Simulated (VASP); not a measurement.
# Lu (I4_1/amd) in VASP: notebook

Runs on Lu. Level: PBE. Tasks: single point.

All numbers are computed with VASP 6.6.1; they aren't measurements. Logs are shortened: lines on timing, memory, paths and dates and some standing lists are left out, and cuts for length are marked.

**1. The cell of the first run**

The structure is tetragonal, space group I4_1/amd (No. 141). The conventional cell has a = 4.729 Å, b = 4.729 Å, c = 2.725 Å, α = 90.00°, β = 90.00°, γ = 90.00°. Within 3.2 Å of Lu (site symmetry -4m2) lie 10 Lu at 2.46 to 3.13 Å.

**2. Single point, PBE (15.23 Å³/atom)**

INCAR

```
SYSTEM = Lu
PREC     = Accurate       ! precision mode
ENCUT    = 520            ! plane-wave cutoff, eV
EDIFF    = 1E-7           ! SCF threshold, eV
ISMEAR   = -1             ! smearing method
SIGMA    = 0.05           ! smearing width, eV
LREAL    = .False.        ! projectors in reciprocal space
LASPH    = .True.         ! aspherical terms in the spheres
NELM     = 60             ! most SCF steps
ALGO     = Normal         ! electronic algorithm
ISIF     = 2              ! what is computed and relaxed
LWAVE    = .False.        ! write WAVECAR
LCHARG   = .False.        ! write CHGCAR
GGA      = PE             ! functional
NBANDS   = 32             ! bands
```

KPOINTS

```
Automatic mesh
0
Gamma
  15 15 15
  0 0 0
```

POSCAR

```
Lu
1.0
   -2.3642580894      2.3642580894      1.3625235942
    2.3642580894     -2.3642580894      1.3625235942
    2.3642580894      2.3642580894     -1.3625235942
Lu
2
Direct
   -0.3750000000     -0.1250000000     -0.2500000000
    0.3750000000      0.1250000000      0.2500000000
```

Potentials or basis: VASP PAW PBE potentials, release 64 (Lu).

Started as:

```sh
$ cat potpaw_PBE.64/Lu/POTCAR > POTCAR
$ mpirun -np 1 vasp_std > vasp.out
```

OUTCAR:

```text
SYSTEM = Lu
   PREC = Accurate
   ENCUT = 520
   EDIFF = 1E-7
   ISMEAR = -1
   LREAL = .False.
   LASPH = .True.
   NELM = 60
   ISIF = 2
   GGA = PE

 ion  position               nearest neighbor table
   1  0.625  0.875  0.750-   2 2.46   2 2.46   2 2.46   2 2.46   2 3.13   2 3.13   2 3.13   2 3.13

   2  0.375  0.125  0.250-   1 2.46   1 2.46   1 2.46   1 2.46   1 3.13   1 3.13   1 3.13   1 3.13

  LATTYP: Found a body centered tetragonal cell.
 ALAT       =     4.7285161788
 C/A-ratio  =     0.5763007010

  Lattice vectors:

 A1 = (  -2.3642580894,   2.3642580894,   1.3625235942)
 A2 = (   2.3642580894,  -2.3642580894,   1.3625235942)
 A3 = (   2.3642580894,   2.3642580894,  -1.3625235942)

Analysis of symmetry for initial positions (statically):
=====================================================================
 Subroutine PRICEL returns:
 Original cell was already a primitive cell.

 Routine SETGRP: Setting up the symmetry group for a
 body centered tetragonal supercell.

 Subroutine GETGRP returns: Found 16 space group operations
 (whereof  4 operations were pure point group operations)
 out of a pool of 16 trial point group operations.

The static configuration has the point symmetry C_2h.
 The point group associated with its full space group is D_4h.

Analysis of symmetry for dynamics (positions and initial velocities):
=====================================================================
 Subroutine PRICEL returns:
 Original cell was already a primitive cell.

 Routine SETGRP: Setting up the symmetry group for a
 body centered tetragonal supercell.

 Subroutine GETGRP returns: Found 16 space group operations
 (whereof  4 operations were pure point group operations)
 out of a pool of 16 trial point group operations.

The dynamic configuration has the point symmetry C_2h.
 The point group associated with its full space group is D_4h.

 Subroutine INISYM returns: Found 16 space group operations
 (whereof  4 operations are pure point group operations),
 and found     1 'primitive' translations

----------------------------------------------------------------------------------------

                                     Primitive cell

  volume of cell :      30.4645

  direct lattice vectors                    reciprocal lattice vectors
    -2.364258089  2.364258089  1.362523594     0.000000000  0.211482834  0.366966122
     2.364258089 -2.364258089  1.362523594     0.211482834  0.000000000  0.366966122
     2.364258089  2.364258089 -1.362523594     0.211482834  0.211482834  0.000000000

  length of vectors
     3.610526717  3.610526717  3.610526717     0.423543532  0.423543532  0.299081891

  position of ions in fractional coordinates (direct lattice)
     0.625000000  0.875000000  0.750000000
     0.375000000  0.125000000  0.250000000

  ion indices of the primitive-cell ions
   primitive index   ion index
                 1           1
                 2           2

----------------------------------------------------------------------------------------

 KPOINTS: Automatic mesh

Automatic generation of k-mesh.
 Grid dimensions read from file:
 generate k-points for:   15   15   15

 Generating k-lattice:

  Cartesian coordinates                     Fractional coordinates (reciprocal lattice)
     0.000000000  0.014098856  0.024464408     0.066666667  0.000000000  0.000000000
     0.014098856  0.000000000  0.024464408     0.000000000  0.066666667  0.000000000
     0.014098856  0.014098856  0.000000000     0.000000000  0.000000000  0.066666667

  Length of vectors
     0.028236235  0.028236235  0.019938793

  Shift w.r.t. Gamma in fractional coordinates (k-lattice)
     0.000000000  0.000000000  0.000000000

 Subroutine IBZKPT returns following result:
 ===========================================

 Found    288 irreducible k-points:

 Following reciprocal coordinates:
            Coordinates               Weight
  0.000000  0.000000  0.000000      1.000000
  0.066667 -0.000000  0.000000      8.000000
  0.133333 -0.000000  0.000000      8.000000
  0.200000 -0.000000  0.000000      8.000000
  0.266667 -0.000000  0.000000      8.000000
  0.333333 -0.000000  0.000000      8.000000
[... 16 lines left out ...]
  0.133333  0.133333  0.000000      8.000000
  0.200000  0.133333  0.000000     16.000000
 [... further k-points ...]
   k-points           NKPTS =    288   k-points in BZ     NKDIM =    288   number of bands    NBANDS=     32
   number of dos      NEDOS =    301   number of ions     NIONS =      2
   total plane-waves  NPLWV =  21952
   dimension x,y,z NGX =    28 NGY =   28 NGZ =   28
   dimension x,y,z NGXF=    56 NGYF=   56 NGZF=   56
   ions per type =               2
   NGX,Y,Z   is equivalent  to a cutoff of  12.89, 12.89, 12.89 a.u.
   NGXF,Y,Z  is equivalent  to a cutoff of  25.79, 25.79, 25.79 a.u.
 SYSTEM =  Lu
   PREC   = accura    normal or accurate (medium, high low for compatibility)
   ISTART =      0    job   : 0-new  1-cont  2-samecut
   ICHARG =      2    charge: 1-file 2-atom 10-const
   ISPIN  =      1    spin polarized calculation?
   LNONCOLLINEAR =      F non collinear calculations
   LSORBIT =      F    spin-orbit coupling
   LASPH  =      T    aspherical Exc in radial PAW
   ENCUT  =  520.0 eV  38.22 Ry    6.18 a.u.   6.71  6.71  6.71*2*pi/ulx,y,z
   NELM   =     60;   NELMIN=  2; NELMDL= -5     # of ELM steps
   EDIFF  = 0.1E-06   stopping-criterion for ELM
   LREAL  =      F    real-space projection
   EDIFFG = 0.1E-05   stopping-criterion for IOM
   NSW    =      0    number of steps for IOM
   IBRION =     -1    ionic relax: 0-MD 1-quasi-New 2-CG
   NFREE  =      0    steps in history (QN), initial steepest desc. (CG)
   ISIF   =      2    stress and relaxation
   ISYM   =      2    0-nonsym 1-usesym 2-fastsym
   POTIM  = 0.5000    time-step for ionic-motion
   TEBEG  =    0.0;   TEEND  =   0.0 temperature during run
   PSTRESS=    0.0 pullay stress
   NELECT =      50.0000    total number of electrons
   NUPDOWN=      -1.0000    fix difference up-down
   EMIN   =  10.00;   EMAX   =-10.00  energy-range for DOS
   EFERMI =   0.00;   METHOD = LEGACY
   ISMEAR =    -1;   SIGMA  =   0.05  broadening in eV -4-tet -1-fermi 0-gaus
   EFERMI_NEDOS =   21; number of points for ismear=-14 and -15
   IALGO  =     38    algorithm
   IMIX   =      4    mixing-type and parameters
     AMIX     =   0.40;   BMIX     =  1.00
     AMIX_MAG =   1.60;   BMIX_MAG =  1.00
  volume/ion in A,a.u.               =      15.23       102.79
  Fermi-wavevector in a.u.,A,eV,Ry     =   1.931080  3.649212 50.737070  3.729069
  Thomas-Fermi vector in A             =   2.963153
   LORBIT       =      0    0 simple, 1 ext, 2 COOP (PROOUT), +10 PAW based schemes
   GGA     = PE    functional components
   LHFCALC =     F    Hartree Fock is set to
   AEXX    =    0.0000 exact exchange contribution
   IVDW    =     0    specifies the selected vdW correction
   LEPSILON=     F    determine dielectric tensor
   LRPA    =     F    only Hartree local field effects (RPA)
 non-spin polarized calculation
  energy-cutoff  :      520.00
  volume of cell :       30.46
 maximum number of plane-waves:       833
   NGX = 13   NGY = 13   NGZ = 13

 number of electron      49.9999999 magnetization

 Free energy of the ion-electron system (eV)
  ---------------------------------------------------
  ext. energy  EPLUGINS =         0.00000000
  ---------------------------------------------------
  free energy    TOTEN  =        -3.25343075 eV

  energy without entropy =       -3.24068011  energy(sigma->0) =       -3.24705543

 E-fermi :   5.1711     XC(G=0): -14.3004

 val. band max:        5.1695480766   @ k =  -0.4667  -0.4667   0.0667
 cond. band min:       5.1751054741   @ k =   0.2000   0.0667   0.0667
 fundamental gap:      0.0055573975
 Fermi energy:         5.1711305678

 k-point     1 :       0.0000    0.0000    0.0000
  band No.  band energies     occupation
      1     -51.1836      2.00000
      2     -50.0881      2.00000
      3     -23.2243      2.00000
      4     -23.2243      2.00000
      5     -20.2462      2.00000
      6     -20.1832      2.00000
[... 24 lines left out ...]
     31      10.8621      0.00000
     32      17.1808      0.00000

 k-point     2 :       0.0667   -0.0000    0.0000
  band No.  band energies     occupation
      1     -51.1657      2.00000
      2     -50.0907      2.00000
      3     -23.2198      2.00000
      4     -23.1767      2.00000
      5     -20.3609      2.00000
      6     -20.3003      2.00000
[... 24 lines left out ...]
     31      12.2382      0.00000
     32      16.7438      0.00000

 k-point     3 :       0.1333   -0.0000    0.0000
  band No.  band energies     occupation
      1     -51.1143      2.00000
      2     -50.0990      2.00000
      3     -23.2067      2.00000
      4     -23.0443      2.00000
      5     -20.6958      2.00000
      6     -20.5885      2.00000
[... 24 lines left out ...]
     31      12.9672      0.00000
     32      16.6817      0.00000

 k-point     4 :       0.2000   -0.0000    0.0000
  band No.  band energies     occupation
      1     -51.0356      2.00000
      2     -50.1136      2.00000
      3     -23.1865      2.00000
      4     -22.8616      2.00000
      5     -21.1843      2.00000
      6     -20.9347      2.00000
[... 24 lines left out ...]
     31      12.6420      0.00000
     32      16.5849      0.00000

 k-point     5 :       0.2667   -0.0000    0.0000
  band No.  band energies     occupation
      1     -50.9396      2.00000
      2     -50.1352      2.00000
      3     -23.1619      2.00000
      4     -22.7056      2.00000
      5     -21.6879      2.00000
      6     -21.2480      2.00000
[... 584 lines left out ...]
     31      12.4022      0.00000
     32      15.7325      0.00000

 k-point    22 :      -0.0667    0.0667    0.0000
  band No.  band energies     occupation
      1     -51.1719      2.00000
      2     -50.1004      2.00000
      3     -23.2015      2.00000
      4     -23.1982      2.00000
      5     -20.3021      2.00000
      6     -20.1791      2.00000
[... 24 lines left out ...]
     31      11.0402      0.00000
     32      16.4739      0.00000

 k-point    23 :       0.1333    0.1333    0.0000
  band No.  band energies     occupation
      1     -50.9760      2.00000
      2     -50.0976      2.00000
      3     -23.0137      2.00000
      4     -22.9705      2.00000
      5     -21.5276      2.00000
      6     -21.3729      2.00000
[... 24 lines left out ...]
     31      11.8915      0.00000
     32      16.3124      0.00000

 k-point    24 :       0.2000    0.1333    0.0000
  band No.  band energies     occupation
      1     -50.8845      2.00000
      2     -50.1173      2.00000
      3     -23.0375      2.00000
      4     -22.8656      2.00000
      5     -21.8815      2.00000
      6     -21.7060      2.00000
[... 24 lines left out ...]
     31      12.5290      0.00000
     32      15.3473      0.00000

 [... further k-points ...]

------------------------ aborting loop because EDIFF is reached ----------------------------------------

  FORCE on cell =-STRESS in cart. coord.  units (eV):
  Direction    XX          YY          ZZ          XY          YZ          ZX
  --------------------------------------------------------------------------------------
  -------------------------------------------------------------------------------------
  Total       17.0334156     17.0334156     16.5541821      0.0000000      0.0000000     -0.0000000
  in kB      895.8154230    895.8154230    870.6117411      0.0000000      0.0000000     -0.0000000
  external PRESSURE =     887.4141957 kB  Pullay stress =       0.0000000 kB

 VOLUME and BASIS-vectors are now :
 -----------------------------------------------------------------------------
  energy-cutoff  :      520.00
  volume of cell :       30.46
      direct lattice vectors                 reciprocal lattice vectors
    -2.364258089  2.364258089  1.362523594     0.000000000  0.211482834  0.366966122
     2.364258089 -2.364258089  1.362523594     0.211482834  0.000000000  0.366966122
     2.364258089  2.364258089 -1.362523594     0.211482834  0.211482834  0.000000000

 POSITION                                       TOTAL-FORCE (eV/Angst)
 -----------------------------------------------------------------------------------
      2.36426      1.18213      1.02189         0.000000      0.000000      0.000000
      0.00000      1.18213      0.34063        -0.000000     -0.000000     -0.000000
 -----------------------------------------------------------------------------------
    total drift:                                0.000000      0.000000     -0.000000

  FREE ENERGIE OF THE ION-ELECTRON SYSTEM (eV)
  ---------------------------------------------------
  free  energy   TOTEN  =        -3.2534307476 eV

  energy  without entropy=       -3.2406801119  energy(sigma->0) =       -3.24705543
```

It took 9.1 min on 1 thread of Intel Xeon 8259CL, shared host; peak memory 0.35 GiB.

What came out:

```
Free energy            : -3.2534 eV
Pressure               : 88.7 GPa
Band gap on the k mesh : zero (bands 25 and 26 overlap by 3.48 eV)
```

Stress tensor (GPa, compression positive):
```
89.58  0.00  0.00
 0.00 89.58  0.00
 0.00  0.00 87.06
```

Levels at points of the mesh, in eV from the Fermi level:
```csv
k point,band 22,band 23,band 24,band 25,band 26,band 27,band 28,band 29
"(0.00, 0.00, 0.00)",-4.77,-4.77,-4.67,-0.82,-0.39,1.32,5.13,5.13
```

Caveat: the cell stands under pressure; spin-orbit coupling is left out, which moves the levels of the heavy elements.

**3. Single point, PBE (26.81 Å³/atom)**

This run uses another cell than the first one, of 26.81 Å³/atom.

INCAR

```
SYSTEM = Lu
PREC = Accurate
ENCUT = 520
EDIFF = 1E-7
ISMEAR = -1
SIGMA = 0.05
LREAL = .FALSE.
LASPH = .TRUE.
NELM = 60
ALGO = Normal
ISIF = 2
LWAVE = .FALSE.
LCHARG = .TRUE.
GGA = PE
LELF = .TRUE.
LVHAR = .TRUE.
NBANDS = 32
```

KPOINTS

```
regular mesh
0
G
  15 15 15
  0 0 0
```

POSCAR

```
Lu
1.0
   -2.9119513394      2.9119513394      1.5808047781
    2.9119513394     -2.9119513394      1.5808047781
    2.9119513394      2.9119513394     -1.5808047781
Lu
2
Direct
   -0.3750000000     -0.1250000000     -0.2500000000
    0.3750000000      0.1250000000      0.2500000000
```

Potentials or basis: VASP PAW PBE potentials, release 64 (Lu).

Started as:

```sh
$ cat potpaw_PBE.64/Lu/POTCAR > POTCAR
$ mpirun -np 1 vasp_std > vasp.out
```

Run time: 7.7 min. Hardware: 1 thread of Intel Xeon 8259CL, shared host; peak memory 0.52 GiB.

It converged, with:

| Property | Result |
| --- | --- |
| Free energy | -7.9127 eV |
| Pressure | 5.8 GPa |
| Band gap on the k mesh | zero (bands 25 and 26 overlap by 1.47 eV) |

Levels at points of the mesh, in eV from the Fermi level:
```
           k point  band 22  band 23  band 24  band 25  band 26  band 27  band 28  band 29
(0.00, 0.00, 0.00)    -5.00    -4.99    -2.15    -0.22    -0.06     1.14     4.28     4.28
```

Caveat: the cell stands under pressure; spin-orbit coupling is left out, which moves the levels of the heavy elements.
